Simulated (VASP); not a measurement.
# Sc (P6_3/mmc) in VASP: further runs

Sc is run at these levels: r2SCAN; tasks: single point.

Program: VASP 6.6.1. These are calculated values, not measurements. Logs are shortened: lines on timing, memory, paths and dates and some standing lists are left out, and cuts for length are marked.

### 1 The cell of the first run

It takes space group P6_3/mmc (No. 194, hexagonal). The conventional cell has a = 3.086 Å, b = 3.086 Å, c = 4.723 Å, α = 90.00°, β = 90.00°, γ = 120.00°. Sc (site symmetry -6m2) has 12 Sc at 2.96 to 3.09 Å within 3.9 Å.

### 2 Single point, r2SCAN

Contents of POSCAR:

```
Sc
1.0
    3.0864588454      0.0000000000      0.0000000000
   -1.5432294227      2.6729517679      0.0000000000
    0.0000000000      0.0000000000      4.7233814952
Sc
2
Direct
    0.3333333333      0.6666666667      0.2500000000
    0.6666666667      0.3333333333      0.7500000000
```

Contents of INCAR.step1:

```
SYSTEM = Sc
  ALGO = Normal
  EDIFF = 1E-4
  ENCUT = 520
  GGA = PE
  ISMEAR = 0
  LASPH = .TRUE.
  LCHARG = .FALSE.
  LREAL = .FALSE.
  LWAVE = .TRUE.
  NBANDS = 18
  NELM = 100
  PREC = Accurate
  SIGMA = 0.1
```

Contents of INCAR.step2:

```
SYSTEM = Sc
  ALGO = Normal
  EDIFF = 1E-6
  ENCUT = 520
  ISIF = 2
  ISMEAR = 0
  ISTART = 1
  LASPH = .TRUE.
  LCHARG = .FALSE.
  LMIXTAU = .TRUE.
  LREAL = .FALSE.
  LWAVE = .FALSE.
  METAGGA = R2SCAN
  NBANDS = 18
  NELM = 100
  PREC = Accurate
  SIGMA = 0.1
```

Contents of KPOINTS:

```
k-points
0
G
  9 9 5
  0 0 0
```

Potentials or basis: VASP PAW PBE potentials, release 64 (Sc_sv).

The run is started by

```sh
$ cat potpaw_PBE.64/Sc_sv/POTCAR > POTCAR
$ cp INCAR.step1 INCAR
$ mpirun -np 1 vasp_std > vasp.out
$ cp INCAR.step2 INCAR
$ mpirun -np 1 vasp_std > vasp.out
```

OUTCAR:

```text
SYSTEM = Sc
   EDIFF = 1E-6
   ENCUT = 520
   ISIF = 2
   ISMEAR = 0
   ISTART = 1
   LASPH = .TRUE.
   LREAL = .FALSE.
   METAGGA = R2SCAN
   NELM = 100
   PREC = Accurate

 ion  position               nearest neighbor table
   1  0.333  0.667  0.250-   2 2.96   2 2.96   2 2.96   2 2.96   2 2.96   2 2.96
   2  0.667  0.333  0.750-   1 2.96   1 2.96   1 2.96   1 2.96   1 2.96   1 2.96

  LATTYP: Found a hexagonal cell.
 ALAT       =     3.0864588454
 C/A-ratio  =     1.5303562211

  Lattice vectors:

 A1 = (   3.0864588454,   0.0000000000,   0.0000000000)
 A2 = (  -1.5432294227,   2.6729517679,   0.0000000000)
 A3 = (   0.0000000000,   0.0000000000,   4.7233814952)

Analysis of symmetry for initial positions (statically):
=====================================================================
 Subroutine PRICEL returns:
 Original cell was already a primitive cell.

 Routine SETGRP: Setting up the symmetry group for a
 hexagonal supercell.

 Subroutine GETGRP returns: Found 24 space group operations
 (whereof 12 operations were pure point group operations)
 out of a pool of 24 trial point group operations.

The static configuration has the point symmetry D_3d.
 The point group associated with its full space group is D_6h.

Analysis of symmetry for dynamics (positions and initial velocities):
=====================================================================
 Subroutine PRICEL returns:
 Original cell was already a primitive cell.

 Routine SETGRP: Setting up the symmetry group for a
 hexagonal supercell.

 Subroutine GETGRP returns: Found 24 space group operations
 (whereof 12 operations were pure point group operations)
 out of a pool of 24 trial point group operations.

The dynamic configuration has the point symmetry D_3d.
 The point group associated with its full space group is D_6h.

 Subroutine INISYM returns: Found 24 space group operations
 (whereof 12 operations are pure point group operations),
 and found     1 'primitive' translations

----------------------------------------------------------------------------------------

                                     Primitive cell

  volume of cell :      38.9677

  direct lattice vectors                    reciprocal lattice vectors
     3.086458845  0.000000000  0.000000000     0.323995896  0.187059118  0.000000000
    -1.543229423  2.672951768  0.000000000     0.000000000  0.374118236  0.000000000
     0.000000000  0.000000000  4.723381495     0.000000000  0.000000000  0.211712732

  length of vectors
     3.086458845  3.086458845  4.723381495     0.374118236  0.374118236  0.211712732

  position of ions in fractional coordinates (direct lattice)
     0.333333333  0.666666667  0.250000000
     0.666666667  0.333333333  0.750000000

  ion indices of the primitive-cell ions
   primitive index   ion index
                 1           1
                 2           2

----------------------------------------------------------------------------------------

 KPOINTS: k-points

Automatic generation of k-mesh.
 Grid dimensions read from file:
 generate k-points for:    9    9    5

 Generating k-lattice:

  Cartesian coordinates                     Fractional coordinates (reciprocal lattice)
     0.035999544  0.020784346  0.000000000     0.111111111  0.000000000  0.000000000
     0.000000000  0.041568693  0.000000000     0.000000000  0.111111111  0.000000000
     0.000000000  0.000000000  0.042342546     0.000000000  0.000000000  0.200000000

  Length of vectors
     0.041568693  0.041568693  0.042342546

  Shift w.r.t. Gamma in fractional coordinates (k-lattice)
     0.000000000  0.000000000  0.000000000

 Subroutine IBZKPT returns following result:
 ===========================================

 Found     36 irreducible k-points:

 Following reciprocal coordinates:
            Coordinates               Weight
  0.000000  0.000000  0.000000      1.000000
  0.111111  0.000000  0.000000      6.000000
  0.222222  0.000000  0.000000      6.000000
  0.333333  0.000000  0.000000      6.000000
  0.444444  0.000000  0.000000      6.000000
  0.111111  0.111111  0.000000      6.000000
[... 16 lines left out ...]
  0.333333  0.222222  0.200000     24.000000
  0.333333  0.333333  0.200000      4.000000
 [... further k-points ...]
   k-points           NKPTS =     36   k-points in BZ     NKDIM =     36   number of bands    NBANDS=     18
   number of dos      NEDOS =    301   number of ions     NIONS =      2
   total plane-waves  NPLWV =  20736
   dimension x,y,z NGX =    24 NGY =   24 NGZ =   36
   dimension x,y,z NGXF=    48 NGYF=   48 NGZF=   72
   ions per type =               2
   NGX,Y,Z   is equivalent  to a cutoff of  12.93, 12.93, 12.67 a.u.
   NGXF,Y,Z  is equivalent  to a cutoff of  25.85, 25.85, 25.34 a.u.
 SYSTEM =  Sc
   PREC   = accura    normal or accurate (medium, high low for compatibility)
   ISTART =      1    job   : 0-new  1-cont  2-samecut
   ICHARG =      0    charge: 1-file 2-atom 10-const
   ISPIN  =      1    spin polarized calculation?
   LNONCOLLINEAR =      F non collinear calculations
   LSORBIT =      F    spin-orbit coupling
   LASPH  =      T    aspherical Exc in radial PAW
   ENCUT  =  520.0 eV  38.22 Ry    6.18 a.u.   5.74  5.74  8.78*2*pi/ulx,y,z
   NELM   =    100;   NELMIN=  2; NELMDL=  0     # of ELM steps
   EDIFF  = 0.1E-05   stopping-criterion for ELM
   LREAL  =      F    real-space projection
   EDIFFG = 0.1E-04   stopping-criterion for IOM
   NSW    =      0    number of steps for IOM
   IBRION =     -1    ionic relax: 0-MD 1-quasi-New 2-CG
   NFREE  =      0    steps in history (QN), initial steepest desc. (CG)
   ISIF   =      2    stress and relaxation
   ISYM   =      2    0-nonsym 1-usesym 2-fastsym
   POTIM  = 0.5000    time-step for ionic-motion
   TEBEG  =    0.0;   TEEND  =   0.0 temperature during run
   PSTRESS=    0.0 pullay stress
   NELECT =      22.0000    total number of electrons
   NUPDOWN=      -1.0000    fix difference up-down
   EMIN   =  10.00;   EMAX   =-10.00  energy-range for DOS
   EFERMI =   0.00;   METHOD = LEGACY
   ISMEAR =     0;   SIGMA  =   0.10  broadening in eV -4-tet -1-fermi 0-gaus
   EFERMI_NEDOS =   21; number of points for ismear=-14 and -15
   IALGO  =     38    algorithm
   IMIX   =      4    mixing-type and parameters
     AMIX     =   0.40;   BMIX     =  1.00
     AMIX_MAG =   1.60;   BMIX_MAG =  1.00
  volume/ion in A,a.u.               =      19.48       131.48
  Fermi-wavevector in a.u.,A,eV,Ry     =   1.353051  2.556896 24.908827  1.830747
  Thomas-Fermi vector in A             =   2.480339
   LORBIT       =      0    0 simple, 1 ext, 2 COOP (PROOUT), +10 PAW based schemes
   METAGGA = R2SCAN    functional components
   LHFCALC =     F    Hartree Fock is set to
   AEXX    =    0.0000 exact exchange contribution
   IVDW    =     0    specifies the selected vdW correction
   LEPSILON=     F    determine dielectric tensor
   LRPA    =     F    only Hartree local field effects (RPA)
 non-spin polarized calculation
 Gauss-broadening in eV      SIGMA  =   0.10
  energy-cutoff  :      520.00
  volume of cell :       38.97
 maximum number of plane-waves:      1085
 NGX is ok and might be reduce to    24
   NGX = 11   NGY = 11   NGZ = 17

 number of electron      21.9999999 magnetization

 Free energy of the ion-electron system (eV)
  ---------------------------------------------------
  ext. energy  EPLUGINS =         0.00000000
  ---------------------------------------------------
  free energy    TOTEN  =       -22.12457320 eV

  energy without entropy =      -22.10524161  energy(sigma->0) =      -22.11490740

 E-fermi :   5.2372     XC(G=0): -11.6711

 val. band max:        5.2335231378   @ k =   0.4444   0.1111   0.4000
 cond. band min:       5.2706724335   @ k =   0.2222   0.1111   0.4000
 fundamental gap:      0.0371492956
 Fermi energy:         5.2372279912

 k-point     1 :       0.0000    0.0000    0.0000
  band No.  band energies     occupation
      1     -45.6780      2.00000
      2     -45.4724      2.00000
      3     -23.8516      2.00000
      4     -23.0586      2.00000
      5     -23.0585      2.00000
      6     -22.9106      2.00000
[... 10 lines left out ...]
     17       8.3000      0.00000
     18       8.3001      0.00000

 k-point     2 :       0.1111    0.0000    0.0000
  band No.  band energies     occupation
      1     -45.6626      2.00000
      2     -45.4679      2.00000
      3     -23.8156      2.00000
      4     -23.1254      2.00000
      5     -23.0821      2.00000
      6     -22.9803      2.00000
[... 10 lines left out ...]
     17       8.1972      0.00000
     18       8.2341      0.00000

 k-point     3 :       0.2222    0.0000    0.0000
  band No.  band energies     occupation
      1     -45.6218      2.00000
      2     -45.4584      2.00000
      3     -23.7164      2.00000
      4     -23.2972      2.00000
      5     -23.1484      2.00000
      6     -23.1380      2.00000
[... 10 lines left out ...]
     17       8.7964      0.00000
     18       8.8806      0.00000

 k-point     4 :       0.3333    0.0000    0.0000
  band No.  band energies     occupation
      1     -45.5704      2.00000
      2     -45.4523      2.00000
      3     -23.5797      2.00000
      4     -23.4954      2.00000
      5     -23.3268      2.00000
      6     -23.1976      2.00000
[... 375 lines left out ...]
      4     -23.5043      2.00000
      5     -23.2795      2.00000
      6     -23.2705      2.00000
[... 10 lines left out ...]
     17      10.0297      0.00000
     18      10.2690      0.00000

 k-point    23 :       0.3333    0.2222    0.2000
  band No.  band energies     occupation
      1     -45.5028      2.00000
      2     -45.4654      2.00000
      3     -23.6122      2.00000
      4     -23.5219      2.00000
      5     -23.3896      2.00000
      6     -23.2175      2.00000
[... 10 lines left out ...]
     17      10.0602      0.00000
     18      10.5963      0.00000

 k-point    24 :       0.3333    0.3333    0.2000
  band No.  band energies     occupation
      1     -45.4791      2.00000
      2     -45.4791      2.00000
      3     -23.5143      2.00000
      4     -23.5143      2.00000
      5     -23.5113      2.00000
      6     -23.2286      2.00000
[... 10 lines left out ...]
     17      10.1957      0.00000
     18      10.1957      0.00000

 [... further k-points ...]
[... 5 lines left out ...]
  --------------------------------------------------------------------------------------
  -------------------------------------------------------------------------------------
  Total        4.9532638      4.9532638      4.9609771      0.0000000      0.0000000     -0.0000000
  in kB      203.6560892    203.6560892    203.9732289      0.0000000      0.0000000     -0.0000000
  external PRESSURE =     203.7618025 kB  Pullay stress =       0.0000000 kB

 VOLUME and BASIS-vectors are now :
 -----------------------------------------------------------------------------
  energy-cutoff  :      520.00
  volume of cell :       38.97
      direct lattice vectors                 reciprocal lattice vectors
     3.086458845  0.000000000  0.000000000     0.323995896  0.187059118  0.000000000
    -1.543229423  2.672951768  0.000000000     0.000000000  0.374118236  0.000000000
     0.000000000  0.000000000  4.723381495     0.000000000  0.000000000  0.211712732

 POSITION                                       TOTAL-FORCE (eV/Angst)
 -----------------------------------------------------------------------------------
     -0.00000      1.78197      1.18085         0.000000     -0.000000      0.000000
      1.54323      0.89098      3.54254        -0.000000      0.000000      0.000000
 -----------------------------------------------------------------------------------
    total drift:                                0.000000     -0.000000      0.000000

  FREE ENERGIE OF THE ION-ELECTRON SYSTEM (eV)
  ---------------------------------------------------
  free  energy   TOTEN  =       -22.1245731960 eV

  energy  without entropy=      -22.1052416136  energy(sigma->0) =      -22.11490740
```

It took 39 s on 1 thread of Intel Xeon Platinum 8488C (Sapphire Rapids), shared host; peak memory 0.17 GiB.

What came out:

```yaml
Free_energy: -22.1246 eV
Pressure: 20.4 GPa
Band_gap_on_the_k_mesh: zero (band 11 reaches 6.67 eV, above the bottom of band 12 at 4.44 eV)
```

Levels at points of the mesh, in eV from the Fermi level:
```tsv
k point	band 8	band 9	band 10	band 11	band 12	band 13	band 14	band 15
(0.00, 0.00, 0.00)	-28.10	-5.83	-2.08	1.43	2.04	2.04	2.59	2.76
```

Caveat: the PAW data sets were made with another functional, which shifts forces and pressure a little.

### 3 Single point, r2SCAN

This run uses another cell than the first one, of 21.59 Å³/atom, 1.108 times its volume.

Contents of POSCAR:

```
Sc
1.0
    3.1842140965      0.0000000000      0.0000000000
   -1.5921070482      2.7576102986      0.0000000000
    0.0000000000      0.0000000000      4.9164498511
Sc
2
Direct
    0.3333333333      0.6666666667      0.2500000000
    0.6666666667      0.3333333333      0.7500000000
```

Contents of INCAR.step1:

```
SYSTEM = Sc
PREC = Accurate
ENCUT = 520
ISMEAR = 0
SIGMA = 0.1
LREAL = .FALSE.
LASPH = .TRUE.
NELM = 100
NBANDS = 18
GGA = PE
ALGO = Normal
EDIFF = 1E-4
LWAVE = .TRUE.
LCHARG = .FALSE.
```

Contents of INCAR.step2:

```
SYSTEM = Sc
PREC = Accurate
ENCUT = 520
EDIFF = 1E-6
ISMEAR = 0
SIGMA = 0.1
LREAL = .FALSE.
LASPH = .TRUE.
NELM = 100
ALGO = Normal
ISIF = 2
LWAVE = .FALSE.
LCHARG = .FALSE.
METAGGA = R2SCAN
LMIXTAU = .TRUE.
NBANDS = 18
ISTART = 1
```

Contents of KPOINTS:

```
Automatic mesh
0
G
  9 9 5
  0 0 0
```

Potentials or basis: VASP PAW PBE potentials, release 64 (Sc_sv).

The run is started by

```sh
$ cat potpaw_PBE.64/Sc_sv/POTCAR > POTCAR
$ cp INCAR.step1 INCAR
$ mpirun -np 1 vasp_std > vasp.out
$ cp INCAR.step2 INCAR
$ mpirun -np 1 vasp_std > vasp.out
```

Wall time 55 s (1 thread of Intel Xeon Platinum 8488C (Sapphire Rapids), shared host); peak memory 0.17 GiB.

Results (log left out):

```yaml
Free_energy: -22.5202 eV
Pressure: 10.3 GPa
Band_gap_on_the_k_mesh: zero (band 11 reaches 5.50 eV, above the bottom of band 12 at 3.84 eV)
```

Levels at points of the mesh, in eV from the Fermi level:
```
           k point  band 7  band 8  band 9  band 10  band 11  band 12  band 13  band 14  band 15  band 16
(0.00, 0.00, 0.00)  -28.51  -28.48   -5.73    -1.91     0.92     1.94     1.94     2.35     2.55     2.55
```

Caveat: the PAW data sets were made with another functional, which shifts forces and pressure a little.

### 4 Single point, r2SCAN

This run uses another cell than the first one, of 23.03 Å³/atom, 1.182 times its volume.

Contents of POSCAR:

```
Sc
1.0
    3.2464597673      0.0000000000      0.0000000000
   -1.6232298837      2.8115166309      0.0000000000
    0.0000000000      0.0000000000      5.0454563664
Sc
2
Direct
    0.3333333333      0.6666666667      0.2500000000
    0.6666666667      0.3333333333      0.7500000000
```

Contents of INCAR.step1:

```
SYSTEM = Sc
ALGO = Normal
EDIFF = 1E-4
ENCUT = 520
GGA = PE
ISMEAR = 0
LASPH = .TRUE.
LCHARG = .FALSE.
LREAL = .FALSE.
LWAVE = .TRUE.
NBANDS = 18
NELM = 80
PREC = Accurate
SIGMA = 0.1
```

Contents of INCAR.step2:

```
SYSTEM = Sc
ALGO = Normal
EDIFF = 1E-7
ENCUT = 520
ISIF = 2
ISMEAR = 0
ISTART = 1
LASPH = .TRUE.
LCHARG = .TRUE.
LELF = .TRUE.
LMIXTAU = .TRUE.
LREAL = .FALSE.
LVHAR = .TRUE.
LWAVE = .FALSE.
METAGGA = R2SCAN
NBANDS = 18
NELM = 80
PREC = Accurate
SIGMA = 0.1
```

Contents of KPOINTS:

```
k-points
0
G
  9 9 5
  0 0 0
```

The run is started by

```sh
$ cat potpaw_PBE.64/Sc_sv/POTCAR > POTCAR
$ cp INCAR.step1 INCAR
$ mpirun -np 1 vasp_std > vasp.out
$ cp INCAR.step2 INCAR
$ mpirun -np 1 vasp_std > vasp.out
```

Wall time 94 s (1 thread of Intel Xeon Platinum 8488C (Sapphire Rapids), shared host); peak memory 0.17 GiB.

It converged, with:

```
Free energy            : -22.6591 eV
Pressure               : 5.2 GPa
Band gap on the k mesh : zero (band 11 reaches 5.02 eV, above the bottom of band 12 at 3.56 eV)
```

Levels at points of the mesh, in eV from the Fermi level:
```
           k point  band 9  band 10  band 11  band 12  band 13  band 14
(0.00, 0.00, 0.00)   -5.63    -1.81     0.65     1.88     1.88     2.21
```

Caveat: the PAW data sets were made with another functional, which shifts forces and pressure a little.

(Part 1 of 2 ends here.)
